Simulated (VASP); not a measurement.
# SiO2 (Fddd) in VASP: further runs, part 2 of 2

VASP 6.6.1. The steps go on from the part before.

### 5 Single point, PBE

INCAR

```
ALGO     = Normal         # electronic algorithm
EDIFF    = 1E-7           # SCF threshold, eV
ENCUT    = 520            # plane-wave cutoff, eV
GGA      = PE             # functional
ISIF     = 2              # what is computed and relaxed
ISMEAR   = -1             # smearing method
LASPH    = T              # aspherical terms in the spheres
LCHARG   = F              # write CHGCAR
LREAL    = F              # projectors in reciprocal space
LWAVE    = F              # write WAVECAR
NBANDS   = 44             # bands
NELM     = 80             # most SCF steps
PREC     = Accurate       # precision mode
SIGMA    = 0.05           # smearing width, eV
```

KPOINTS

```
k-points
0
Gamma
  5 5 5
```

POSCAR

```
SiO2
1.0
    0.0000000000      4.7162571100      7.3627753715
    2.3595806657      0.0000000000      7.3627753715
    2.3595806657      4.7162571100      0.0000000000
Si O
4 8
Direct
    0.9367689200      0.9367689200      0.5632310800
    0.6867689200      0.6867689200      0.3132310800
    0.3132310800      0.3132310800      0.6867689200
    0.5632310800      0.5632310800      0.9367689200
    0.0634396000      0.4365604000      0.0634396000
    0.4365604000      0.0634396000      0.4365604000
    0.8134396000      0.1865604000      0.8134396000
    0.1865604000      0.8134396000      0.1865604000
    0.1250000000      0.6250000000      0.6250000000
    0.6250000000      0.6250000000      0.6250000000
    0.6250000000      0.6250000000      0.1250000000
    0.6250000000      0.1250000000      0.6250000000
```

Started as:

```sh
$ cat potpaw_PBE.64/Si/POTCAR potpaw_PBE.64/O/POTCAR > POTCAR
$ mpirun -np 1 vasp_std > vasp.out
```

Run time: 9.9 min. Hardware: 1 thread of Intel Xeon 8259CL, shared host; peak memory 0.47 GiB.

The run converged. Its results:

```
Free energy            : -94.6934 eV
Pressure               : 5.1 GPa
Largest force          : 0.367 eV/Å
Band gap on the k mesh : 5.78 eV, direct
```

Forces in eV/Å, atoms in the order of the input:
```
Si   0.000  0.000  0.032
Si   0.000  0.000  0.032
Si   0.000  0.000 -0.032
Si   0.000  0.000 -0.032
O    0.000  0.367  0.000
O    0.000 -0.367  0.000
O    0.000  0.367  0.000
O    0.000 -0.367  0.000
O    0.000  0.000  0.000
O    0.000  0.000  0.000
O    0.000  0.000  0.000
O    0.000  0.000  0.000
```

Levels at points of the mesh, in eV from the valence-band top:
```csv
k point,band 30,band 31,band 32,band 33,band 34,band 35
"(0.00, 0.00, 0.00)",-0.44,-0.04,0.00,5.78,8.31,8.39
```

A k mesh can miss the band edges.

### 6 Single point, LDA

This run uses another cell than the first one, of 13.50 Å³/atom, 0.988 times its volume.

INCAR

```
SYSTEM = SiO2
ALGO = Normal
EDIFF = 1E-6
ENCUT = 520
GGA = CA
ISIF = 2
ISMEAR = -1
LASPH = .TRUE.
LCHARG = .FALSE.
LREAL = .FALSE.
LWAVE = .FALSE.
NBANDS = 44
NELM = 80
PREC = Accurate
SIGMA = 0.05
```

KPOINTS

```
k-points
0
G
  7 7 7
  0 0 0
```

POSCAR

```
SiO2
1.0
    0.0000000000      4.6987231685      7.3419053607
    2.3471748952      0.0000000000      7.3419053607
    2.3471748952      4.6987231685      0.0000000000
Si O
4 8
Direct
    0.9369185295      0.9369185295      0.5630814705
    0.6869185295      0.6869185295      0.3130814705
    0.3130814705      0.3130814705      0.6869185295
    0.5630814705      0.5630814705      0.9369185295
    0.0643581572      0.4356418428      0.0643581572
    0.4356418428      0.0643581572      0.4356418428
    0.8143581572      0.1856418428      0.8143581572
    0.1856418428      0.8143581572      0.1856418428
    0.1250000000      0.6250000000      0.6250000000
    0.6250000000      0.6250000000      0.6250000000
    0.6250000000      0.6250000000      0.1250000000
    0.6250000000      0.1250000000      0.6250000000
```

Potentials or basis: VASP PAW LDA potentials, release 64 (Si, O).

Started as:

```sh
$ cat potpaw_LDA.64/Si/POTCAR potpaw_LDA.64/O/POTCAR > POTCAR
$ mpirun -np 1 vasp_std > vasp.out
```

OUTCAR:

```text
SYSTEM = SiO2
   EDIFF = 1E-6
   ENCUT = 520
   GGA = CA
   ISIF = 2
   ISMEAR = -1
   LASPH = .TRUE.
   LREAL = .FALSE.
   NELM = 80
   PREC = Accurate

 ion  position               nearest neighbor table
   1  0.937  0.937  0.563-   9 1.60  12 1.60   7 1.61   8 1.61   4 2.99   4 2.99
   2  0.687  0.687  0.313-  10 1.60  11 1.60   5 1.61   6 1.61   3 2.99   3 2.99
   3  0.313  0.313  0.687-   9 1.60  12 1.60   5 1.61   6 1.61   2 2.99   2 2.99
   4  0.563  0.563  0.937-  10 1.60  11 1.60   7 1.61   8 1.61   1 2.99   1 2.99
   5  0.064  0.436  0.064-   2 1.61   3 1.61
   6  0.436  0.064  0.436-   2 1.61   3 1.61
   7  0.814  0.186  0.814-   1 1.61   4 1.61
   8  0.186  0.814  0.186-   1 1.61   4 1.61
   9  0.125  0.625  0.625-   1 1.60   3 1.60
  10  0.625  0.625  0.625-   2 1.60   4 1.60
  11  0.625  0.625  0.125-   2 1.60   4 1.60
  12  0.625  0.125  0.625-   1 1.60   3 1.60

  LATTYP: Found a face centered orthorhombic cell.
 ALAT       =     4.6943497904
 B/A-ratio  =     2.0018632519
 C/A-ratio  =     3.1279754124

  Lattice vectors:

 A1 = (   0.0000000000,   4.6987231685,   7.3419053607)
 A2 = (   2.3471748952,   0.0000000000,   7.3419053607)
 A3 = (   2.3471748952,   4.6987231685,   0.0000000000)

Analysis of symmetry for initial positions (statically):
=====================================================================
 Subroutine PRICEL returns:
 Original cell was already a primitive cell.

 Routine SETGRP: Setting up the symmetry group for a
 face centered orthorhombic supercell.

 Subroutine GETGRP returns: Found  8 space group operations
 (whereof  4 operations were pure point group operations)
 out of a pool of  8 trial point group operations.

The static configuration has the point symmetry D_2 .
 The point group associated with its full space group is D_2h.

Analysis of symmetry for dynamics (positions and initial velocities):
=====================================================================
 Subroutine PRICEL returns:
 Original cell was already a primitive cell.

 Routine SETGRP: Setting up the symmetry group for a
 face centered orthorhombic supercell.

 Subroutine GETGRP returns: Found  8 space group operations
 (whereof  4 operations were pure point group operations)
 out of a pool of  8 trial point group operations.

The dynamic configuration has the point symmetry D_2 .
 The point group associated with its full space group is D_2h.

 Subroutine INISYM returns: Found  8 space group operations
 (whereof  4 operations are pure point group operations),
 and found     1 'primitive' translations

----------------------------------------------------------------------------------------

                                     Primitive cell

  volume of cell :     161.9437

  direct lattice vectors                    reciprocal lattice vectors
     0.000000000  4.698723168  7.341905361    -0.213022047  0.106411887  0.068102213
     2.347174895  0.000000000  7.341905361     0.213022047 -0.106411887  0.068102213
     2.347174895  4.698723168  0.000000000     0.213022047  0.106411887 -0.068102213

  length of vectors
     8.716741005  7.707970181  5.252354653     0.247668717  0.247668717  0.247668717

  position of ions in fractional coordinates (direct lattice)
     0.936918529  0.936918529  0.563081471
[... 81 lines left out ...]
   number of dos      NEDOS =    301   number of ions     NIONS =     12
   total plane-waves  NPLWV = 168000
   dimension x,y,z NGX =    70 NGY =   60 NGZ =   40
   dimension x,y,z NGXF=   140 NGYF=  120 NGZF=   80
   ions per type =               4   8
   NGX,Y,Z   is equivalent  to a cutoff of  13.35, 12.94, 12.66 a.u.
   NGXF,Y,Z  is equivalent  to a cutoff of  26.70, 25.88, 25.32 a.u.
 SYSTEM =  SiO2
   PREC   = accura    normal or accurate (medium, high low for compatibility)
   ISTART =      0    job   : 0-new  1-cont  2-samecut
   ICHARG =      2    charge: 1-file 2-atom 10-const
   ISPIN  =      1    spin polarized calculation?
   LNONCOLLINEAR =      F non collinear calculations
   LSORBIT =      F    spin-orbit coupling
   LASPH  =      T    aspherical Exc in radial PAW
   ENCUT  =  520.0 eV  38.22 Ry    6.18 a.u.  16.21 14.33  9.77*2*pi/ulx,y,z
   NELM   =     80;   NELMIN=  2; NELMDL= -5     # of ELM steps
   EDIFF  = 0.1E-05   stopping-criterion for ELM
   LREAL  =      F    real-space projection
   EDIFFG = 0.1E-04   stopping-criterion for IOM
   NSW    =      0    number of steps for IOM
   IBRION =     -1    ionic relax: 0-MD 1-quasi-New 2-CG
   NFREE  =      0    steps in history (QN), initial steepest desc. (CG)
   ISIF   =      2    stress and relaxation
   ISYM   =      2    0-nonsym 1-usesym 2-fastsym
   POTIM  = 0.5000    time-step for ionic-motion
   TEBEG  =    0.0;   TEEND  =   0.0 temperature during run
   PSTRESS=    0.0 pullay stress
   NELECT =      64.0000    total number of electrons
   NUPDOWN=      -1.0000    fix difference up-down
   EMIN   =  10.00;   EMAX   =-10.00  energy-range for DOS
   EFERMI =   0.00;   METHOD = LEGACY
   ISMEAR =    -1;   SIGMA  =   0.05  broadening in eV -4-tet -1-fermi 0-gaus
   EFERMI_NEDOS =   21; number of points for ismear=-14 and -15
   IALGO  =     38    algorithm
   IMIX   =      4    mixing-type and parameters
     AMIX     =   0.40;   BMIX     =  1.00
     AMIX_MAG =   1.60;   BMIX_MAG =  1.00
  volume/ion in A,a.u.               =      13.50        91.07
  Fermi-wavevector in a.u.,A,eV,Ry     =   1.201379  2.270278 19.637453  1.443312
  Thomas-Fermi vector in A             =   2.337190
   LORBIT       =      0    0 simple, 1 ext, 2 COOP (PROOUT), +10 PAW based schemes
   GGA     = CA    functional components
   LHFCALC =     F    Hartree Fock is set to
   AEXX    =    0.0000 exact exchange contribution
   IVDW    =     0    specifies the selected vdW correction
   LEPSILON=     F    determine dielectric tensor
   LRPA    =     F    only Hartree local field effects (RPA)
 non-spin polarized calculation
  energy-cutoff  :      520.00
  volume of cell :      161.94
 maximum number of plane-waves:      4387
 NGX is ok and might be reduce to    70
   NGX = 33   NGY = 29   NGZ = 19

 number of electron      64.0000004 magnetization

 Free energy of the ion-electron system (eV)
  ---------------------------------------------------
  ext. energy  EPLUGINS =         0.00000000
  ---------------------------------------------------
  free energy    TOTEN  =      -103.69181949 eV

  energy without entropy =     -103.69181949  energy(sigma->0) =     -103.69181949

 E-fermi :   1.4518     XC(G=0):  -9.3542

 val. band max:        0.2989884328   @ k =   0.0000   0.0000   0.0000
 cond. band min:       5.9002178311   @ k =   0.0000   0.0000   0.0000
 fundamental gap:      5.6012293984
 Fermi energy:         1.4518359054

 k-point     1 :       0.0000    0.0000    0.0000
  band No.  band energies     occupation
      1     -18.9287      2.00000
      2     -17.9649      2.00000
      3     -17.9504      2.00000
      4     -16.8057      2.00000
      5     -16.7588      2.00000
      6     -16.6714      2.00000
[... 1117 lines left out ...]
     43      11.9329      0.00000
     44      12.3731      0.00000

 [... further k-points ...]

------------------------ aborting loop because EDIFF is reached ----------------------------------------

  FORCE on cell =-STRESS in cart. coord.  units (eV):
  Direction    XX          YY          ZZ          XY          YZ          ZX
  --------------------------------------------------------------------------------------
  -------------------------------------------------------------------------------------
  Total        0.7159196      0.4585667      0.6463070      0.0000000      0.0000000      0.0000000
  in kB        7.0828944      4.5367935      6.3941869      0.0000000      0.0000000      0.0000000
  external PRESSURE =       6.0046249 kB  Pullay stress =       0.0000000 kB

 VOLUME and BASIS-vectors are now :
 -----------------------------------------------------------------------------
  energy-cutoff  :      520.00
  volume of cell :      161.94
      direct lattice vectors                 reciprocal lattice vectors
     0.000000000  4.698723168  7.341905361    -0.213022047  0.106411887  0.068102213
     2.347174895  0.000000000  7.341905361     0.213022047 -0.106411887  0.068102213
     2.347174895  4.698723168  0.000000000     0.213022047  0.106411887 -0.068102213

 POSITION                                       TOTAL-FORCE (eV/Angst)
 -----------------------------------------------------------------------------------
      3.52076      7.04808     13.75753        -0.000000      0.000000     -0.036810
      2.34717      4.69872     10.08658        -0.000000      0.000000     -0.036810
      2.34717      4.69872      4.59723        -0.000000      0.000000      0.036810
      3.52076      7.04808      8.26818        -0.000000      0.000000      0.036810
      1.17359      0.60480      3.67095        -0.000000      0.035496      0.000000
      1.17359      4.09392      3.67095        -0.000000     -0.035496      0.000000
      2.34717      7.65289      7.34191        -0.000000      0.035496      0.000000
      2.34717      1.74456      7.34191        -0.000000     -0.035496      0.000000
      2.93397      3.52404      5.50643        -0.000000     -0.000000      0.000000
      2.93397      5.87340      9.17738        -0.000000      0.000000      0.000000
      1.76038      3.52404      9.17738        -0.000000      0.000000      0.000000
      1.76038      5.87340      5.50643         0.000000      0.000000      0.000000
 -----------------------------------------------------------------------------------
    total drift:                               -0.000000      0.000000     -0.000000

  FREE ENERGIE OF THE ION-ELECTRON SYSTEM (eV)
  ---------------------------------------------------
  free  energy   TOTEN  =      -103.6918194885 eV

  energy  without entropy=     -103.6918194885  energy(sigma->0) =     -103.69181949
```

Wall time 14 min (1 thread of Intel Xeon 6975P-C, shared host); peak memory 0.52 GiB.

Results:

- Free energy: -103.6918 eV
- Pressure: 0.6 GPa
- Largest force: 0.037 eV/Å
- Band gap on the k mesh: 5.60 eV, direct

Forces on the atoms (eV/Å):
```
Si   0.000  0.000 -0.037
Si   0.000  0.000 -0.037
Si   0.000  0.000  0.037
Si   0.000  0.000  0.037
O    0.000  0.035  0.000
O    0.000 -0.035  0.000
O    0.000  0.035  0.000
O    0.000 -0.035  0.000
O    0.000  0.000  0.000
O    0.000  0.000  0.000
O    0.000  0.000  0.000
O    0.000  0.000  0.000
```

Stress tensor (GPa, compression positive):
```
0.71 0.00 0.00
0.00 0.45 0.00
0.00 0.00 0.64
```

### 7 Overview

```csv
level,potentials or basis,cell,k mesh,gap on the mesh (eV),pressure (GPa),largest force (eV/Å)
PBE,"VASP PAW PBE potentials, release 64 (Si, O)","a = 8.744, b = 7.732, c = 5.274 Å, angles 82.2, 61.2, 36.7°, 12 atoms",3 × 3 × 3,5.78,5.1,0.37
LDA,"VASP PAW LDA potentials, release 64 (Si, O)","a = 8.719, b = 7.709, c = 5.254 Å, angles 82.2, 61.2, 36.7°, 12 atoms",6 × 6 × 6,5.60,0.5,0.04
PBEsol,"VASP PAW PBE potentials, release 64 (Si, O)","a = 8.778, b = 7.758, c = 5.297 Å, angles 82.2, 61.1, 36.7°, 12 atoms",6 × 6 × 6,5.63,0.6,0.04
PBE,"VASP PAW PBE potentials, release 64 (Si, O)","a = 8.744, b = 7.732, c = 5.274 Å, angles 82.2, 61.2, 36.7°, 12 atoms",5 × 5 × 5,5.78,5.1,0.37
LDA,"VASP PAW LDA potentials, release 64 (Si, O)","a = 8.717, b = 7.708, c = 5.252 Å, angles 82.2, 61.2, 36.7°, 12 atoms",7 × 7 × 7,5.60,0.6,0.04
```

Alike in all rows: task single point; no spin polarisation; cutoff (eV) 520; smearing fermi-dirac 0.05 eV.

Caveats: some runs use coarse meshes; the PAW data sets were made with another functional, which shifts forces and pressure a little (some runs).

Total energies depend on the potentials used, so only differences within one code and one set of settings carry meaning.
